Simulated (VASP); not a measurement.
Write the native input for VASP 6.6.1 that does the following.

```yaml
Task: single point
Functional: PBEsol
Potentials_or_basis: VASP PAW PBE potentials, release 64 (Sn_d, Se)
Cutoff: 520 eV
k_mesh: 6 × 6 × 4
Occupations: gaussian, width 0.02 eV
Spin: no spin polarisation
Dipole_correction: no
Further_INCAR_settings: ALGO = Normal; EDIFF = 1e-06; NBANDS = 28
```

The structure of SnSe lies in POSCAR:

```
SnSe
1.0
    4.4185153953      0.0857065484      0.0000000000
    0.0857065484      4.4185153953      0.0000000000
    0.0000000000      0.0000000000     11.2616126910
Sn Se
2 2
Direct
    0.4871990742     -0.0128009258      0.3994270339
   -0.0128009258      0.4871990742      0.6005729661
    0.5128009258      0.0128009258      0.6300193007
    0.0128009258      0.5128009258      0.3699806993
```

This cell differs from its parent crystal: strained and its atoms moved.

One way to write it, as run:

INCAR

```
SYSTEM = SnSe
PREC = Accurate
ENCUT = 520
EDIFF = 1E-6
ISMEAR = 0
SIGMA = 0.02
LREAL = .FALSE.
LASPH = .TRUE.
NELM = 60
ALGO = Normal
ISIF = 2
LWAVE = .FALSE.
LCHARG = .TRUE.
GGA = PS
LELF = .TRUE.
LVHAR = .TRUE.
NBANDS = 28
```

KPOINTS

```
regular mesh
0
G
  6 6 4
  0 0 0
```

Potentials or basis: VASP PAW PBE potentials, release 64 (Sn_d, Se).

Command:

```sh
$ cat potpaw_PBE.64/Sn_d/POTCAR potpaw_PBE.64/Se/POTCAR > POTCAR
$ mpirun -np 1 vasp_std > vasp.out
```

Results of the run:

```
Largest force          : 0.744 eV/Å
Band gap on the k mesh : 1.33 eV, indirect (least direct gap 1.38 eV)
```

Caveat: the cell differs from its parent crystal (strained and its atoms moved); the PAW data sets were made with another functional, which shifts forces and pressure a little; spin-orbit coupling is left out, which moves the levels of the heavy elements.

Wall time 8.1 min on 1 thread of Intel Xeon 6975P-C (shared host), peak memory 0.46 GiB.
